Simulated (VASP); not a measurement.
# Al32H (a cell with a defect) in VASP: single point with LDA

Aim: the single point of Al32H (a cell with a defect) with LDA.

Program: VASP 6.6.1. These are calculated values, not measurements. Logs are shortened: lines on timing, memory, paths and dates and some standing lists are left out, and cuts for length are marked.

## 1. The cell of the first run

The cell holds a defect, 33 atoms: a = 8.100 Å, b = 8.100 Å, c = 8.100 Å, α = 90.00°, β = 90.00°, γ = 90.00°.

## 2. Single point, LDA

INCAR reads:

```
SYSTEM = Al32H
ALGO = Normal
EDIFF = 1E-7
ENCUT = 520
ISIF = 2
ISMEAR = 0
LASPH = .True.
LCHARG = .False.
LREAL = Auto
LWAVE = .False.
NBANDS = 70
NELM = 80
PREC = Accurate
SIGMA = 0.15
```

KPOINTS reads:

```
k-points
0
Gamma
  3 3 3
  0 0 0
```

POSCAR reads:

```
Al32H
1.0
    8.1000000000      0.0000000000      0.0000000000
    0.0000000000      8.1000000000      0.0000000000
    0.0000000000      0.0000000000      8.1000000000
Al H
32 1
Direct
    0.4995086420      0.0022500000     -0.0023823457
    0.7508525926      0.2473822222     -0.0024667901
    0.7496304938     -0.0011275309      0.2505798765
    0.0001387654     -0.0002259259      0.0000753086
    0.2502579012      0.2498938272      0.0000734568
    0.5007755556      0.5004149383      0.0009404938
    0.7496172840      0.7492560494      0.0009482716
    0.2477735802      0.0022550617      0.2493535802
    0.5007939506      0.2507471605      0.2506097531
    0.7597318519      0.4902906173      0.2404107407
    0.5007558025     -0.0010875309      0.4994523457
    0.7495871605      0.2507975309      0.4994011111
    0.7508417284      0.0023096296      0.7524577778
    0.0026462963      0.4991761728     -0.0024654321
    0.2477781481      0.7505192593     -0.0023828395
    0.0026420988      0.2473877778      0.2493239506
    0.2511590123      0.5003988889      0.2505750617
    0.4907907407      0.7592343210      0.2406541975
    0.0026151852      0.0023018519      0.5006843210
    0.2477337037      0.2474217284      0.5006814815
    0.4906650617      0.4904086420      0.5094856790
    0.7596369136      0.7593832099      0.5095088889
    0.2502524691     -0.0002185185      0.7499602469
    0.4994922222      0.2474241975      0.7524406173
    0.7496023457      0.5004316049      0.7490264198
   -0.0007171605      0.7492339506      0.2506153086
   -0.0007597531      0.5004506173      0.4993974074
    0.2511266667      0.7492806173      0.4994551852
    0.0001264198      0.2499080247      0.7499398765
    0.2477272840      0.4991898765      0.7524493827
    0.5007727160      0.7492607407      0.7491091358
    0.0026132099      0.7505385185      0.7524480247
    0.6254311111      0.6246417284      0.3750055556
```

Potentials or basis: VASP PAW LDA potentials, release 64 (Al, H).

Launch:

```bash
$ cat potpaw_LDA.64/Al/POTCAR potpaw_LDA.64/H/POTCAR > POTCAR
$ mpirun -np 1 vasp_std > vasp.out
```

OUTCAR:

```text
SYSTEM = Al32H
   EDIFF = 1E-7
   ENCUT = 520
   ISIF = 2
   ISMEAR = 0
   LASPH = .True.
   LREAL = Auto
   NELM = 80
   PREC = Accurate

 ion  position               nearest neighbor table
   1  0.500  0.002  0.998-  18 2.78  24 2.81   2 2.84  13 2.84   5 2.85  23 2.85   9 2.87  31 2.87
                             3 2.88   7 2.88  15 2.88   8 2.88
   2  0.751  0.247  0.998-  10 2.78  13 2.81  24 2.84   1 2.84  29 2.85   4 2.85  25 2.87   3 2.87
                             6 2.88   9 2.88  16 2.88  14 2.88
   3  0.750  0.999  0.251-  11 2.85  22 2.86  18 2.86   7 2.86  26 2.86   9 2.87  12 2.87   4 2.87
                            16 2.87   2 2.87   1 2.88  19 2.88
   4  0.000  1.000  0.000-  16 2.85  32 2.85  15 2.85   2 2.85   8 2.85  13 2.85  23 2.87   5 2.87
                            29 2.87   3 2.87   7 2.87  26 2.87
   5  0.250  0.250  0.000-  16 2.85  24 2.85   1 2.85  14 2.85   8 2.85  30 2.85  23 2.87   4 2.87
                            29 2.87  17 2.87   6 2.87   9 2.87
   6  0.501  0.500  0.001-   7 2.85  10 2.86  18 2.86  17 2.86   9 2.86  31 2.87  25 2.87   5 2.87
                            24 2.87  30 2.87  15 2.88   2 2.88
   7  0.750  0.749  0.001-   6 2.85  10 2.86  18 2.86   3 2.86  26 2.86  31 2.87  25 2.87   4 2.87
                            32 2.87  13 2.87   1 2.88  14 2.88
   8  0.248  0.002  0.249-  18 2.78  16 2.81  19 2.84  20 2.84   4 2.85   5 2.85  26 2.87   9 2.87
                            28 2.88  11 2.88   1 2.88  15 2.88
   9  0.501  0.251  0.251-  12 2.85  10 2.86  21 2.86  17 2.86   6 2.86  11 2.87   3 2.87   5 2.87
[... 32 lines left out ...]
                            14 2.87   2 2.87  24 2.88  32 2.88
  26  0.999  0.749  0.251-  27 2.85  10 2.86  22 2.86   3 2.86   7 2.86  28 2.87  17 2.87   4 2.87
                            15 2.87   8 2.87  19 2.88  14 2.88
  27  0.999  0.500  0.499-  26 2.85  10 2.86  22 2.86  25 2.86  12 2.86  28 2.87  17 2.87  29 2.87
                            20 2.87  30 2.87  16 2.88  32 2.88
  28  0.251  0.749  0.499-  17 2.85  21 2.86  18 2.86  11 2.86  31 2.86  26 2.87  27 2.87  23 2.87
                            32 2.87  19 2.87   8 2.88  30 2.88
  29  0.000  0.250  0.750-  19 2.85  14 2.85  20 2.85   2 2.85  30 2.85  13 2.85  23 2.87   5 2.87
                             4 2.87  25 2.87  12 2.87  27 2.87
  30  0.248  0.499  0.752-  21 2.78  14 2.81  32 2.84  15 2.84  29 2.85   5 2.85  27 2.87   6 2.87
                            28 2.88  31 2.88  24 2.88  20 2.88
  31  0.501  0.749  0.749-  25 2.85  22 2.86  21 2.86  28 2.86  11 2.86   6 2.87   7 2.87  23 2.87
                             1 2.87  15 2.87  30 2.88  13 2.88
  32  0.003  0.751  0.752-  22 2.78  15 2.81  14 2.84  30 2.84   4 2.85  23 2.85   7 2.87  28 2.87
                            25 2.88  27 2.88  19 2.88  13 2.88
  33  0.625  0.625  0.375-  10 1.89  22 1.89  21 1.89  18 1.89

  LATTYP: Found a simple cubic cell.
 ALAT       =     8.1000000000

  Lattice vectors:

 A1 = (   8.1000000000,   0.0000000000,   0.0000000000)
 A2 = (   0.0000000000,   8.1000000000,   0.0000000000)
 A3 = (   0.0000000000,   0.0000000000,   8.1000000000)

Analysis of symmetry for initial positions (statically):
=====================================================================
 Subroutine PRICEL returns:
 Original cell was already a primitive cell.

 Routine SETGRP: Setting up the symmetry group for a
 simple cubic supercell.

 Subroutine GETGRP returns: Found  1 space group operations
 (whereof  1 operations were pure point group operations)
 out of a pool of 48 trial point group operations.

The static configuration has the point symmetry C_1 .

Analysis of symmetry for dynamics (positions and initial velocities):
=====================================================================
 Subroutine PRICEL returns:
 Original cell was already a primitive cell.

 Routine SETGRP: Setting up the symmetry group for a
 simple cubic supercell.

 Subroutine GETGRP returns: Found  1 space group operations
 (whereof  1 operations were pure point group operations)
 out of a pool of 48 trial point group operations.

The dynamic configuration has the point symmetry C_1 .

 Subroutine INISYM returns: Found  1 space group operations
 (whereof  1 operations are pure point group operations),
 and found     1 'primitive' translations

----------------------------------------------------------------------------------------

                                     Primitive cell

  volume of cell :     531.4410

  direct lattice vectors                    reciprocal lattice vectors
     8.100000000  0.000000000  0.000000000     0.123456790  0.000000000  0.000000000
     0.000000000  8.100000000  0.000000000     0.000000000  0.123456790  0.000000000
     0.000000000  0.000000000  8.100000000     0.000000000  0.000000000  0.123456790

  length of vectors
     8.100000000  8.100000000  8.100000000     0.123456790  0.123456790  0.123456790

  position of ions in fractional coordinates (direct lattice)
     0.499508642  0.002250000  0.997617654
     0.750852593  0.247382222  0.997533210
     0.749630494  0.998872469  0.250579876
     0.000138765  0.999774074  0.000075309
     0.250257901  0.249893827  0.000073457
     0.500775556  0.500414938  0.000940494
[... 25 lines left out ...]
     0.002613210  0.750538519  0.752448025
     0.625431111  0.624641728  0.375005556

  ion indices of the primitive-cell ions
   primitive index   ion index
                 1           1
                 2           2
                 3           3
                 4           4
                 5           5
                 6           6
[... 25 lines left out ...]
                32          32
                33          33

----------------------------------------------------------------------------------------

 KPOINTS: k-points

Automatic generation of k-mesh.
 Grid dimensions read from file:
 generate k-points for:    3    3    3

 Generating k-lattice:

  Cartesian coordinates                     Fractional coordinates (reciprocal lattice)
     0.041152263  0.000000000  0.000000000     0.333333333  0.000000000  0.000000000
     0.000000000  0.041152263  0.000000000     0.000000000  0.333333333  0.000000000
     0.000000000  0.000000000  0.041152263     0.000000000  0.000000000  0.333333333

  Length of vectors
     0.041152263  0.041152263  0.041152263

  Shift w.r.t. Gamma in fractional coordinates (k-lattice)
     0.000000000  0.000000000  0.000000000

 Subroutine IBZKPT returns following result:
 ===========================================

 Found     14 irreducible k-points:

 Following reciprocal coordinates:
            Coordinates               Weight
  0.000000  0.000000  0.000000      1.000000
  0.333333  0.000000  0.000000      2.000000
  0.000000  0.333333  0.000000      2.000000
  0.000000  0.000000  0.333333      2.000000
  0.333333  0.333333  0.000000      2.000000
  0.000000  0.333333  0.333333      2.000000
  0.333333  0.000000  0.333333      2.000000
 -0.333333  0.333333  0.000000      2.000000
 -0.333333  0.000000  0.333333      2.000000
  0.000000 -0.333333  0.333333      2.000000
  0.333333  0.333333  0.333333      2.000000
 -0.333333  0.333333  0.333333      2.000000
 -0.333333 -0.333333  0.333333      2.000000
  0.333333 -0.333333  0.333333      2.000000
   k-points           NKPTS =     14   k-points in BZ     NKDIM =     14   number of bands    NBANDS=     70
   number of dos      NEDOS =    301   number of ions     NIONS =     33
   total plane-waves  NPLWV = 216000
   dimension x,y,z NGX =    60 NGY =   60 NGZ =   60
   dimension x,y,z NGXF=   120 NGYF=  120 NGZF=  120
   ions per type =              32   1
   NGX,Y,Z   is equivalent  to a cutoff of  12.31, 12.31, 12.31 a.u.
   NGXF,Y,Z  is equivalent  to a cutoff of  24.63, 24.63, 24.63 a.u.
 SYSTEM =  Al32H
   PREC   = accura    normal or accurate (medium, high low for compatibility)
   ISTART =      0    job   : 0-new  1-cont  2-samecut
   ICHARG =      2    charge: 1-file 2-atom 10-const
   ISPIN  =      1    spin polarized calculation?
   LNONCOLLINEAR =      F non collinear calculations
   LSORBIT =      F    spin-orbit coupling
   LASPH  =      T    aspherical Exc in radial PAW
   ENCUT  =  520.0 eV  38.22 Ry    6.18 a.u.  15.06 15.06 15.06*2*pi/ulx,y,z
   NELM   =     80;   NELMIN=  2; NELMDL= -5     # of ELM steps
   EDIFF  = 0.1E-06   stopping-criterion for ELM
   LREAL  =      T    real-space projection
   EDIFFG = 0.1E-05   stopping-criterion for IOM
   NSW    =      0    number of steps for IOM
   IBRION =     -1    ionic relax: 0-MD 1-quasi-New 2-CG
   NFREE  =      0    steps in history (QN), initial steepest desc. (CG)
   ISIF   =      2    stress and relaxation
   ISYM   =      2    0-nonsym 1-usesym 2-fastsym
   POTIM  = 0.5000    time-step for ionic-motion
   TEBEG  =    0.0;   TEEND  =   0.0 temperature during run
   PSTRESS=    0.0 pullay stress
   NELECT =      97.0000    total number of electrons
   NUPDOWN=      -1.0000    fix difference up-down
   EMIN   =  10.00;   EMAX   =-10.00  energy-range for DOS
   EFERMI =   0.00;   METHOD = LEGACY
   ISMEAR =     0;   SIGMA  =   0.15  broadening in eV -4-tet -1-fermi 0-gaus
   EFERMI_NEDOS =   21; number of points for ismear=-14 and -15
   IALGO  =     38    algorithm
   IMIX   =      4    mixing-type and parameters
     AMIX     =   0.40;   BMIX     =  1.00
     AMIX_MAG =   1.60;   BMIX_MAG =  1.00
  volume/ion in A,a.u.               =      16.10       108.68
  Fermi-wavevector in a.u.,A,eV,Ry     =   0.928639  1.754874 11.733269  0.862371
  Thomas-Fermi vector in A             =   2.054837
   LORBIT       =      0    0 simple, 1 ext, 2 COOP (PROOUT), +10 PAW based schemes
   GGA     = CA    functional components
   LHFCALC =     F    Hartree Fock is set to
   AEXX    =    0.0000 exact exchange contribution
   IVDW    =     0    specifies the selected vdW correction
   LEPSILON=     F    determine dielectric tensor
   LRPA    =     F    only Hartree local field effects (RPA)
 non-spin polarized calculation
 Gauss-broadening in eV      SIGMA  =   0.15
  energy-cutoff  :      520.00
  volume of cell :      531.44
 maximum number of plane-waves:     14358
   NGX = 31   NGY = 31   NGZ = 31

 number of electron      96.9999998 magnetization

 Free energy of the ion-electron system (eV)
  ---------------------------------------------------
  ext. energy  EPLUGINS =         0.00000000
  ---------------------------------------------------
  free energy    TOTEN  =      -137.72091420 eV

  energy without entropy =     -137.64027251  energy(sigma->0) =     -137.68059335

 E-fermi :   7.6390     XC(G=0): -10.3409

 val. band max:        7.5079003213   @ k =   0.3333  -0.3333   0.3333
 cond. band min:       7.6443753533   @ k =   0.3333   0.0000   0.0000
 fundamental gap:      0.1364750320
 Fermi energy:         7.6390094791

 k-point     1 :       0.0000    0.0000    0.0000
  band No.  band energies     occupation
      1      -3.4390      2.00000
      2      -1.7467      2.00000
      3      -1.1062      2.00000
      4      -1.1059      2.00000
      5      -1.1056      2.00000
      6      -1.0981      2.00000
[... 871 lines left out ...]
     59       9.5375      0.00000
     60       9.5377      0.00000
 [bands above 60 left out]

------------------------ aborting loop because EDIFF is reached ----------------------------------------

  FORCE on cell =-STRESS in cart. coord.  units (eV):
  Direction    XX          YY          ZZ          XY          YZ          ZX
  --------------------------------------------------------------------------------------
  -------------------------------------------------------------------------------------
  Total       -9.3250096     -9.3254085     -9.3263568      0.0009256      0.0054128     -0.0041093
  in kB      -28.1128461    -28.1140486    -28.1169075      0.0027906      0.0163185     -0.0123887
  external PRESSURE =     -28.1146007 kB  Pullay stress =       0.0000000 kB

 VOLUME and BASIS-vectors are now :
 -----------------------------------------------------------------------------
  energy-cutoff  :      520.00
  volume of cell :      531.44
      direct lattice vectors                 reciprocal lattice vectors
     8.100000000  0.000000000  0.000000000     0.123456790  0.000000000  0.000000000
     0.000000000  8.100000000  0.000000000     0.000000000  0.123456790  0.000000000
     0.000000000  0.000000000  8.100000000     0.000000000  0.000000000  0.123456790

 POSITION                                       TOTAL-FORCE (eV/Angst)
 -----------------------------------------------------------------------------------
      4.04602      0.01822      8.08070         0.000615     -0.002184      0.001421
      6.08191      2.00380      8.08002        -0.000023      0.001506      0.002233
      6.07201      8.09087      2.02970         0.000910      0.003440     -0.001291
      0.00112      8.09817      0.00061         0.000065      0.001049     -0.000663
      2.02709      2.02414      0.00060        -0.001150     -0.000180     -0.000673
      4.05628      4.05336      0.00762        -0.001895     -0.001499     -0.002869
[... 25 lines left out ...]
      0.02117      6.07936      6.09483        -0.001385     -0.000479     -0.001773
      5.06599      5.05960      3.03755        -0.001398      0.001180      0.000505
 -----------------------------------------------------------------------------------
    total drift:                               -0.011546      0.009781     -0.001391

  FREE ENERGIE OF THE ION-ELECTRON SYSTEM (eV)
  ---------------------------------------------------
  free  energy   TOTEN  =      -137.7209141965 eV

  energy  without entropy=     -137.6402725119  energy(sigma->0) =     -137.68059335
```

Wall time 6 min (1 thread of Intel Xeon 6975P-C (Granite Rapids), shared host); peak memory 0.57 GiB.

Results:

```
Free energy            : -137.7209 eV
Pressure               : -2.8 GPa
Largest force          : 0.005 eV/Å
Band gap on the k mesh : zero (an odd number of electrons rules out a gap without spin polarisation)
```

Forces on the atoms (eV/Å):
```
Al   0.001 -0.002  0.001
Al   0.000  0.002  0.002
Al   0.001  0.003 -0.001
Al   0.000  0.001 -0.001
Al  -0.001  0.000 -0.001
Al  -0.002 -0.001 -0.003
Al   0.001  0.002 -0.003
Al   0.002 -0.002  0.001
Al  -0.002 -0.003 -0.002
Al  -0.002  0.002  0.002
Al  -0.002  0.003  0.001
Al   0.002 -0.003  0.002
Al   0.000 -0.002 -0.001
Al  -0.001  0.000  0.002
Al   0.002 -0.001  0.001
Al  -0.001  0.001  0.000
Al  -0.004 -0.001 -0.001
Al   0.001 -0.001  0.000
Al  -0.001 -0.002  0.000
Al   0.002  0.001  0.000
Al   0.003  0.001 -0.001
Al  -0.001 -0.003 -0.002
Al  -0.001  0.001  0.001
Al   0.000  0.001 -0.002
Al   0.002 -0.002  0.004
Al   0.003  0.002 -0.003
Al   0.003 -0.002  0.002
Al  -0.003  0.002  0.001
Al   0.000  0.000  0.001
Al   0.002  0.000 -0.001
Al  -0.002  0.002  0.002
Al  -0.001  0.000 -0.002
H   -0.001  0.001  0.001
```

Levels at points of the mesh, in eV from the Fermi level:
```tsv
k point	band 46	band 47	band 48	band 49	band 50	band 51
(0.00, 0.00, 0.00)	0.26	0.26	0.26	0.33	0.33	0.33
```
